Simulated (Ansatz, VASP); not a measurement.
## Two plane-wave programs on HgS

```
Hg S
1.0
     0.00000    3.01792    3.01792
     3.01792    0.00000    3.01792
     3.01792    3.01792    0.00000
Hg S
1 1
Direct
  0.00000 0.00000 0.00000
  0.75000 0.75000 0.75000
```

Alike in both runs: task single point; functional RPBE; k mesh 8 × 8 × 8; occupations gaussian, width 0.05 eV; no spin polarisation.

|  | VASP | Ansatz |
| --- | --- | --- |
| version | VASP 6.6.1 | Ansatz 0.2.0 |
| potentials or method | VASP PAW PBE potentials, release 64 (Hg, S), cutoff 500 eV | scalar-relativistic, plane waves, PAW |
| valence electrons in the cell | 18 | 26 |

|  | VASP | Ansatz | Ansatz less VASP |
| --- | --- | --- | --- |
| gap on the k mesh at the Fermi level (eV) | none | none | - |
| pressure (GPa) | 1.1 | 0.9 | -0.17 |

VASP's potentials were made for PBE, not for RPBE. A gap of «none» marks a metal or a gap that the smearing closes. VASP's potentials hold 18 valence electrons a cell and Ansatz's 26, so a difference there can come from the potentials and not from the codes.

Spin-orbit coupling is off throughout.
